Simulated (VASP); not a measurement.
# Mo16N (a cell with a defect) in VASP: single point with PBE

Aim: the single point of Mo16N (a cell with a defect) with PBE.

Program: VASP 6.6.1. These are calculated values, not measurements. Logs are shortened: lines on timing, memory, paths and dates and some standing lists are left out, and cuts for length are marked.

**1. The cell of the first run**

The cell holds a defect, 17 atoms: a = 6.300 Å, b = 6.300 Å, c = 6.300 Å, α = 90.00°, β = 90.00°, γ = 90.00°.

**2. Single point, PBE**

INCAR reads:

```
PREC = Accurate
ENCUT = 520
EDIFF = 1E-6
ISMEAR = -1
SIGMA = 0.15
LREAL = Auto
LASPH = True
NELM = 100
ALGO = Normal
ISIF = 2
LWAVE = False
LCHARG = False
GGA = PE
NBANDS = 128
```

KPOINTS reads:

```
Automatic mesh
0
Gamma
  3 3 3
```

POSCAR reads:

```
Mo16N
1.0
    6.3000000000      0.0000000000      0.0000000000
    0.0000000000      6.3000000000      0.0000000000
    0.0000000000      0.0000000000      6.3000000000
Mo N
16 1
Direct
   -0.0053506711     -0.0018519981     -0.0002288965
    0.4911660170     -0.0018335790     -0.0002212076
   -0.0053449940      0.5016414897     -0.0002281330
   -0.0165946662      0.0093856849      0.4997733684
    0.2429129551      0.2499048632      0.2531524919
    0.4911657784      0.5016334668     -0.0002206605
    0.5023882631      0.0093914613      0.4997741402
    0.7429340444      0.2499000512      0.2443372902
   -0.0165890068      0.4904194591      0.4997737718
    0.2428941157      0.7499103551      0.2973931825
    0.2429145735      0.2499063100      0.7463975452
    0.5023961237      0.4903986087      0.4997730807
    0.7429180004      0.7498997131      0.2531429059
    0.7429281010      0.2499007109      0.7552086524
    0.2429358376      0.7499106354      0.7021512918
    0.7429356121      0.7499001165      0.7464061689
    0.2429763161      0.7499051513     -0.0002232921
```

Potentials or basis: VASP PAW PBE potentials, release 64 (Mo_sv, N).

Command:

```console
$ cat potpaw_PBE.64/Mo_sv/POTCAR potpaw_PBE.64/N/POTCAR > POTCAR
$ mpirun -np 1 vasp_std > vasp.out
```

OUTCAR:

```text
PREC = Accurate
   ENCUT = 520
   EDIFF = 1E-6
   ISMEAR = -1
   LREAL = Auto
   LASPH = True
   NELM = 100
   ISIF = 2
   GGA = PE

 ion  position               nearest neighbor table
   1  0.995  0.998  1.000-  17 2.21   8 2.72  14 2.72  16 2.74  13 2.74  11 2.74   5 2.74  10 2.90
                            15 2.90   3 3.13   2 3.13   4 3.15   4 3.15   2 3.17   3 3.17
   2  0.491  0.998  1.000-  17 2.21   8 2.72  14 2.72   5 2.74  11 2.74  13 2.74  16 2.74  15 2.90
                            10 2.90   1 3.13   6 3.13   7 3.15   7 3.15   6 3.17   1 3.17
   3  0.995  0.502  1.000-  17 2.21   8 2.72  14 2.72  16 2.74  13 2.74  11 2.74   5 2.74  10 2.90
                            15 2.90   1 3.13   6 3.13   9 3.15   9 3.15   6 3.17   1 3.17
   4  0.983  0.009  0.500-  10 2.64  15 2.64   8 2.68  14 2.68  16 2.72  13 2.72   5 2.72  11 2.72
                             7 3.03   9 3.03   1 3.15   1 3.15   9 3.27   7 3.27
   5  0.243  0.250  0.253-  12 2.72   7 2.72   9 2.72   4 2.72   6 2.74   2 2.74   3 2.74   1 2.74
                            11 3.11   8 3.15   8 3.15  10 3.16  10 3.16  11 3.19
   6  0.491  0.502  1.000-  17 2.21   8 2.72  14 2.72   5 2.74  11 2.74  13 2.74  16 2.74  15 2.90
                            10 2.90   3 3.13   2 3.13  12 3.15  12 3.15   2 3.17   3 3.17
   7  0.502  0.009  0.500-  15 2.64  10 2.64  14 2.68   8 2.68   5 2.72  11 2.72  13 2.72  16 2.72
                            12 3.03   4 3.03   2 3.15   2 3.15   4 3.27  12 3.27
   8  0.743  0.250  0.244-   4 2.68   9 2.68  12 2.68   7 2.68   3 2.72   1 2.72   6 2.72   2 2.72
                            14 3.08   5 3.15  13 3.15  13 3.15   5 3.15  14 3.22
   9  0.983  0.490  0.500-  10 2.64  15 2.64   8 2.68  14 2.68  16 2.72  13 2.72   5 2.72  11 2.72
                            12 3.03   4 3.03   3 3.15   3 3.15   4 3.27  12 3.27
  10  0.243  0.750  0.297-  17 1.87  15 2.55   4 2.64   9 2.64   7 2.64  12 2.64   1 2.90   3 2.90
                             2 2.90   6 2.90  13 3.16   5 3.16   5 3.16  13 3.16
  11  0.243  0.250  0.746-  12 2.72   7 2.72   9 2.72   4 2.72   6 2.74   3 2.74   2 2.74   1 2.74
                             5 3.11  14 3.15  14 3.15  15 3.16  15 3.16   5 3.19
  12  0.502  0.490  0.500-  15 2.64  10 2.64  14 2.68   8 2.68   5 2.72  11 2.72  13 2.72  16 2.72
                             7 3.03   9 3.03   6 3.15   6 3.15   9 3.27   7 3.27
  13  0.743  0.750  0.253-   9 2.72   4 2.72   7 2.72  12 2.72   1 2.74   3 2.74   6 2.74   2 2.74
                            16 3.11   8 3.15   8 3.15  10 3.16  10 3.16  16 3.19
  14  0.743  0.250  0.755-   4 2.68   9 2.68  12 2.68   7 2.68   3 2.72   1 2.72   6 2.72   2 2.72
                             8 3.08  11 3.15  16 3.15  16 3.15  11 3.15   8 3.22
  15  0.243  0.750  0.702-  17 1.88  10 2.55   7 2.64  12 2.64   4 2.64   9 2.64   2 2.90   6 2.90
                             1 2.90   3 2.90  11 3.16  16 3.16  16 3.16  11 3.16
  16  0.743  0.750  0.746-   9 2.72   4 2.72   7 2.72  12 2.72   1 2.74   3 2.74   2 2.74   6 2.74
                            13 3.11  14 3.15  14 3.15  15 3.16  15 3.16  13 3.19
  17  0.243  0.750  1.000-  10 1.87  15 1.88   2 2.21   6 2.21   1 2.21   3 2.21

  LATTYP: Found a simple cubic cell.
 ALAT       =     6.3000000000

  Lattice vectors:

 A1 = (   6.3000000000,   0.0000000000,   0.0000000000)
 A2 = (   0.0000000000,   6.3000000000,   0.0000000000)
 A3 = (   0.0000000000,   0.0000000000,   6.3000000000)

Analysis of symmetry for initial positions (statically):
=====================================================================
 Subroutine PRICEL returns:
 Original cell was already a primitive cell.

 Routine SETGRP: Setting up the symmetry group for a
 simple cubic supercell.

 Subroutine GETGRP returns: Found  1 space group operations
 (whereof  1 operations were pure point group operations)
 out of a pool of 48 trial point group operations.

The static configuration has the point symmetry C_1 .

Analysis of symmetry for dynamics (positions and initial velocities):
=====================================================================
 Subroutine PRICEL returns:
 Original cell was already a primitive cell.

 Routine SETGRP: Setting up the symmetry group for a
 simple cubic supercell.

 Subroutine GETGRP returns: Found  1 space group operations
 (whereof  1 operations were pure point group operations)
 out of a pool of 48 trial point group operations.

The dynamic configuration has the point symmetry C_1 .

 Subroutine INISYM returns: Found  1 space group operations
 (whereof  1 operations are pure point group operations),
 and found     1 'primitive' translations

----------------------------------------------------------------------------------------

                                     Primitive cell

  volume of cell :     250.0470

  direct lattice vectors                    reciprocal lattice vectors
     6.300000000  0.000000000  0.000000000     0.158730159  0.000000000  0.000000000
     0.000000000  6.300000000  0.000000000     0.000000000  0.158730159  0.000000000
     0.000000000  0.000000000  6.300000000     0.000000000  0.000000000  0.158730159

  length of vectors
     6.300000000  6.300000000  6.300000000     0.158730159  0.158730159  0.158730159

  position of ions in fractional coordinates (direct lattice)
     0.994649329  0.998148002  0.999771104
     0.491166017  0.998166421  0.999778792
     0.994655006  0.501641490  0.999771867
     0.983405334  0.009385685  0.499773368
     0.242912955  0.249904863  0.253152492
     0.491165778  0.501633467  0.999779340
[... 9 lines left out ...]
     0.742935612  0.749900117  0.746406169
     0.242976316  0.749905151  0.999776708

  ion indices of the primitive-cell ions
   primitive index   ion index
                 1           1
                 2           2
                 3           3
                 4           4
                 5           5
                 6           6
[... 9 lines left out ...]
                16          16
                17          17

----------------------------------------------------------------------------------------

 KPOINTS: Automatic mesh

Automatic generation of k-mesh.
 Grid dimensions read from file:
 generate k-points for:    3    3    3

 Generating k-lattice:

  Cartesian coordinates                     Fractional coordinates (reciprocal lattice)
     0.052910053  0.000000000  0.000000000     0.333333333  0.000000000  0.000000000
     0.000000000  0.052910053  0.000000000     0.000000000  0.333333333  0.000000000
     0.000000000  0.000000000  0.052910053     0.000000000  0.000000000  0.333333333

  Length of vectors
     0.052910053  0.052910053  0.052910053

  Shift w.r.t. Gamma in fractional coordinates (k-lattice)
     0.000000000  0.000000000  0.000000000

 Subroutine IBZKPT returns following result:
 ===========================================

 Found     14 irreducible k-points:

 Following reciprocal coordinates:
            Coordinates               Weight
  0.000000  0.000000  0.000000      1.000000
  0.333333  0.000000  0.000000      2.000000
  0.000000  0.333333  0.000000      2.000000
  0.000000  0.000000  0.333333      2.000000
  0.333333  0.333333  0.000000      2.000000
  0.000000  0.333333  0.333333      2.000000
  0.333333  0.000000  0.333333      2.000000
 -0.333333  0.333333  0.000000      2.000000
 -0.333333  0.000000  0.333333      2.000000
  0.000000 -0.333333  0.333333      2.000000
  0.333333  0.333333  0.333333      2.000000
 -0.333333  0.333333  0.333333      2.000000
 -0.333333 -0.333333  0.333333      2.000000
  0.333333 -0.333333  0.333333      2.000000
   k-points           NKPTS =     14   k-points in BZ     NKDIM =     14   number of bands    NBANDS=    128
   number of dos      NEDOS =    301   number of ions     NIONS =     17
   total plane-waves  NPLWV = 110592
   dimension x,y,z NGX =    48 NGY =   48 NGZ =   48
   dimension x,y,z NGXF=    96 NGYF=   96 NGZF=   96
   ions per type =              16   1
   NGX,Y,Z   is equivalent  to a cutoff of  12.67, 12.67, 12.67 a.u.
   NGXF,Y,Z  is equivalent  to a cutoff of  25.33, 25.33, 25.33 a.u.
 SYSTEM =  unknown system
   PREC   = accura    normal or accurate (medium, high low for compatibility)
   ISTART =      0    job   : 0-new  1-cont  2-samecut
   ICHARG =      2    charge: 1-file 2-atom 10-const
   ISPIN  =      1    spin polarized calculation?
   LNONCOLLINEAR =      F non collinear calculations
   LSORBIT =      F    spin-orbit coupling
   LASPH  =      T    aspherical Exc in radial PAW
   ENCUT  =  520.0 eV  38.22 Ry    6.18 a.u.  11.71 11.71 11.71*2*pi/ulx,y,z
   NELM   =    100;   NELMIN=  2; NELMDL= -5     # of ELM steps
   EDIFF  = 0.1E-05   stopping-criterion for ELM
   LREAL  =      T    real-space projection
   EDIFFG = 0.1E-04   stopping-criterion for IOM
   NSW    =      0    number of steps for IOM
   IBRION =     -1    ionic relax: 0-MD 1-quasi-New 2-CG
   NFREE  =      0    steps in history (QN), initial steepest desc. (CG)
   ISIF   =      2    stress and relaxation
   ISYM   =      2    0-nonsym 1-usesym 2-fastsym
   POTIM  = 0.5000    time-step for ionic-motion
   TEBEG  =    0.0;   TEEND  =   0.0 temperature during run
   PSTRESS=    0.0 pullay stress
   NELECT =     229.0000    total number of electrons
   NUPDOWN=      -1.0000    fix difference up-down
   EMIN   =  10.00;   EMAX   =-10.00  energy-range for DOS
   EFERMI =   0.00;   METHOD = LEGACY
   ISMEAR =    -1;   SIGMA  =   0.15  broadening in eV -4-tet -1-fermi 0-gaus
   EFERMI_NEDOS =   21; number of points for ismear=-14 and -15
   IALGO  =     38    algorithm
   IMIX   =      4    mixing-type and parameters
     AMIX     =   0.40;   BMIX     =  1.00
     AMIX_MAG =   1.60;   BMIX_MAG =  1.00
  volume/ion in A,a.u.               =      14.71        99.26
  Fermi-wavevector in a.u.,A,eV,Ry     =   1.589813  3.004311 34.388809  2.527506
  Thomas-Fermi vector in A             =   2.688605
   LORBIT       =      0    0 simple, 1 ext, 2 COOP (PROOUT), +10 PAW based schemes
   GGA     = PE    functional components
   LHFCALC =     F    Hartree Fock is set to
   AEXX    =    0.0000 exact exchange contribution
   IVDW    =     0    specifies the selected vdW correction
   LEPSILON=     F    determine dielectric tensor
   LRPA    =     F    only Hartree local field effects (RPA)
 non-spin polarized calculation
  energy-cutoff  :      520.00
  volume of cell :      250.05
 maximum number of plane-waves:      6763
   NGX = 23   NGY = 23   NGZ = 23

 number of electron     229.0000000 magnetization

 Free energy of the ion-electron system (eV)
  ---------------------------------------------------
  ext. energy  EPLUGINS =         0.00000000
  ---------------------------------------------------
  free energy    TOTEN  =      -182.43873854 eV

  energy without entropy =     -181.59832382  energy(sigma->0) =     -182.01853118

 E-fermi :  12.9335     XC(G=0): -13.5128

 val. band max:       12.9284841878   @ k =   0.0000   0.0000   0.3333
 cond. band min:      12.9620809141   @ k =  -0.3333   0.3333   0.0000
 fundamental gap:      0.0335967263
 Fermi energy:        12.9335081381

 k-point     1 :       0.0000    0.0000    0.0000
  band No.  band energies     occupation
      1     -48.4242      2.00000
      2     -48.2898      2.00000
      3     -48.2580      2.00000
      4     -48.2580      2.00000
      5     -48.2362      2.00000
      6     -48.1916      2.00000
[... 118 lines left out ...]
    125      14.4771      0.00007
    126      14.4983      0.00006

 k-point     2 :       0.3333    0.0000    0.0000
  band No.  band energies     occupation
      1     -48.4002      2.00000
      2     -48.3160      2.00000
      3     -48.2630      2.00000
      4     -48.2527      2.00000
      5     -48.2416      2.00000
      6     -48.1911      2.00000
[... 1666 lines left out ...]
    125      14.3050      0.00021
    126      14.4289      0.00009
 [bands above 126 left out]

------------------------ aborting loop because EDIFF is reached ----------------------------------------

  FORCE on cell =-STRESS in cart. coord.  units (eV):
  Direction    XX          YY          ZZ          XY          YZ          ZX
  --------------------------------------------------------------------------------------
  -------------------------------------------------------------------------------------
  Total       13.5556447     13.5621208     33.4448071      0.0005460     -0.0001055     -0.0007109
  in kB       86.8578575     86.8993527    214.2977587      0.0034987     -0.0006759     -0.0045551
  external PRESSURE =     129.3516563 kB  Pullay stress =       0.0000000 kB

 VOLUME and BASIS-vectors are now :
 -----------------------------------------------------------------------------
  energy-cutoff  :      520.00
  volume of cell :      250.05
      direct lattice vectors                 reciprocal lattice vectors
     6.300000000  0.000000000  0.000000000     0.158730159  0.000000000  0.000000000
     0.000000000  6.300000000  0.000000000     0.000000000  0.158730159  0.000000000
     0.000000000  0.000000000  6.300000000     0.000000000  0.000000000  0.158730159

 POSITION                                       TOTAL-FORCE (eV/Angst)
 -----------------------------------------------------------------------------------
      6.26629      6.28833      6.29856        -0.023276      0.024904     -0.000356
      3.09435      6.28845      6.29861         0.025585      0.022730      0.000163
      6.26633      3.16034      6.29856        -0.023378     -0.024396     -0.000312
      6.19545      0.05913      3.14857        -0.006640      0.008853      0.000524
      1.53035      1.57440      1.59486        -0.000078     -0.000202     -0.003848
      3.09434      3.16029      6.29861         0.025533     -0.022366      0.000010
[... 9 lines left out ...]
      4.68049      4.72437      4.70236        -0.001802      0.000005      0.002706
      1.53075      4.72440      6.29859        -0.002499     -0.000158     -0.001343
 -----------------------------------------------------------------------------------
    total drift:                                0.004141     -0.000411      0.001039

  FREE ENERGIE OF THE ION-ELECTRON SYSTEM (eV)
  ---------------------------------------------------
  free  energy   TOTEN  =      -182.4387385407 eV

  energy  without entropy=     -181.5983238165  energy(sigma->0) =     -182.01853118
```

Wall time 13 min (1 thread of Intel Xeon Platinum 8375C at 2.90GHz (Ice Lake), shared host); peak memory 0.47 GiB.

Results:

```
Free energy   : -182.4387 eV
Pressure      : 12.9 GPa
Largest force : 0.034 eV/Å
```

Forces in eV/Å, atoms in the order of the input:
```
Mo  -0.023  0.025  0.000
Mo   0.026  0.023  0.000
Mo  -0.023 -0.024  0.000
Mo  -0.007  0.009  0.001
Mo   0.000  0.000 -0.004
Mo   0.026 -0.022  0.000
Mo   0.010  0.007  0.000
Mo  -0.002  0.000 -0.017
Mo  -0.007 -0.009  0.000
Mo   0.001 -0.001 -0.028
Mo   0.000  0.000  0.004
Mo   0.009 -0.006  0.000
Mo  -0.001  0.000 -0.003
Mo  -0.002  0.000  0.017
Mo  -0.001 -0.001  0.029
Mo  -0.002  0.000  0.003
N   -0.002  0.000 -0.001
```
